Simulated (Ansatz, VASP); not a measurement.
SrVO3: VASP beside Ansatz

Contents of POSCAR:

```
SrVO3
1.0
    3.7934840200      0.0000000000      0.0000000000
    0.0000000000      3.7934840200      0.0000000000
    0.0000000000      0.0000000000      3.7934840200
V O Sr
1 3 1
Direct
    0.0000000000      0.0000000000      0.0000000000
    0.5000000000      0.0000000000      0.0000000000
    0.0000000000      0.5000000000      0.0000000000
    0.0000000000      0.0000000000      0.5000000000
    0.5000000000      0.5000000000      0.5000000000
```

File INCAR.step1:

```
SYSTEM = SrVO3
  PREC = Accurate
  ENCUT = 520
  ISMEAR = -1
  SIGMA = 0.1
  LREAL = .False.
  LASPH = .True.
  NELM = 150
  ISPIN = 2
  MAGMOM = 2 0 0 0 0
  LMAXMIX = 4
  NBANDS = 32
  GGA = PE
  ALGO = Normal
  EDIFF = 1E-4
  LWAVE = .True.
  LCHARG = .False.
```

INCAR.step2

```
SYSTEM = SrVO3
  PREC = Accurate
  ENCUT = 520
  EDIFF = 1E-7
  ISMEAR = -1
  SIGMA = 0.1
  LREAL = .False.
  LASPH = .True.
  NELM = 150
  ALGO = Normal
  ISIF = 2
  LWAVE = .False.
  LCHARG = .False.
  ISPIN = 2
  MAGMOM = 2 0 0 0 0
  LORBIT = 11
  LMAXMIX = 4
  METAGGA = R2SCAN
  LMIXTAU = .True.
  NBANDS = 32
  ISTART = 1
```

KPOINTS

```
Automatic mesh
0
Gamma
  6 6 6
  0 0 0
```

Input for Ansatz:

```yaml
crystal:
  lattice:
    - [3.79348402, 0.0, 0.0]
    - [0.0, 3.79348402, 0.0]
    - [0.0, 0.0, 3.79348402]
  atoms:
    - { symbol: V, position: [0.0, 0.0, 0.0], spin: 2.0 }
    - { symbol: O, position: [0.5, 0.0, 0.0] }
    - { symbol: O, position: [0.0, 0.5, 0.0] }
    - { symbol: O, position: [0.0, 0.0, 0.5] }
    - { symbol: Sr, position: [0.5, 0.5, 0.5] }
kpoints:
  mp_grid: { grid: [6, 6, 6], shift: [0, 0, 0] }
  band_path:
    path:
      - [0.0, 0.0, 0.0]
      - [0.0, 0.5, 0.0]
      - [0.5, 0.5, 0.0]
      - [0.0, 0.0, 0.0]
      - [0.5, 0.5, 0.5]
      - [0.0, 0.5, 0.0]
      - [0.5, 0.5, 0.5]
      - [0.5, 0.5, 0.0]
    npoints: 20
magnetization:
  spin_polarized: true
scf:
  occupations: { method: fermi_dirac }
  lower_state_search: "off"
  max_iter: 200
hamiltonian:
  pseudopotentials: { kind: paw }
  xc: r2scan
basis:
  ecutwfc: 500
  fft_grid_basis: typed
output:
  forces: true
  stress: true
  eigenvalues: true
  bader: true
  populations: true
  elf: true
  write_potential: true
  volumetric_format: npy
  dos:
    e_range: [-12, 8]
    de: 0.05
    projected: { site_lists: { O: [O], Sr: [Sr], V: [V] } }
checkpoint:
  read: saved_state
```

Alike in both runs: task single point; functional r2SCAN; k mesh 6 × 6 × 6; collinear spin.

|  | VASP | Ansatz |
| --- | --- | --- |
| version | VASP 6.6.1 | Ansatz 0.2.0 |
| potentials or method | VASP PAW PBE potentials, release 64 (V_sv, O, Sr_sv), cutoff 520 eV | PAW plane waves |
| occupations | fermi-dirac, width 0.1 eV | fermi-dirac |
| valence electrons in the cell | 41 | 41 |

Ansatz gave:

| Property | Result |
| --- | --- |
| pressure (GPa) | 6.0 |
| net moment per atom (μB) | 0.00 |
| size of the moment on the site where the two differ most (μB) | 0.00 |

Problem. What did VASP give for the same quantities?

Solution. Pressure (GPa): 8.5; net moment per atom (μB): 0.17; size of the moment on the site where the two differ most (μB): 0.85.

The net moments are unlike, so the other rows may belong to different states. VASP's potentials were made for PBE, not for r2SCAN. Site moments also hang on the region over which each program counts them. Ansatz's warnings: lower free energy seen, seeded moment not kept, spin hold released, stability check not made.
